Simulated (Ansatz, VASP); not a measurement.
## B7Se in VASP and in Ansatz

```
CELL_PARAMETERS angstrom
4.74612 0.00000 0.00000
0.00000 4.74612 0.00000
0.00000 0.00000 4.74612
ATOMIC_POSITIONS crystal
B 0.25262 0.25262 0.25262
B 0.00000 0.50000 0.50000
B 0.50000 0.50000 0.00000
B 0.50000 0.00000 0.50000
B 0.74738 0.25262 0.74738
B 0.74738 0.74738 0.25262
B 0.25262 0.74738 0.74738
Se 0.00000 0.00000 0.00000
```

Change from the starting cell: species swapped into the Si7Ge type (P-43m, No. 215).

Alike in both runs: task single point; functional PBE; k mesh 4 × 4 × 4; occupations gaussian, width 0.1 eV; no spin polarisation.

|  | VASP | Ansatz |
| --- | --- | --- |
| version | VASP 6.6.1 | Ansatz 0.2.0 |
| potentials or method | VASP PAW PBE potentials, release 64 (B, Se), cutoff 520 eV | scalar-relativistic, plane waves, PAW |
| valence electrons in the cell | 27 | 37 |

```tsv
	VASP	Ansatz	Ansatz less VASP
gap on the k mesh at the Fermi level (eV)	none	none	-
pressure (GPa)	-27.3	-27.4	-0.05
rms of the force components (eV/Å)	0.543	0.537	-0.0058
```

Atom by atom the forces differ by 0.006 eV/Å (rms over components). A gap of «none» marks a metal or a gap that the smearing closes. VASP's potentials hold 27 valence electrons a cell and Ansatz's 37, so a difference there can come from the potentials and not from the codes.
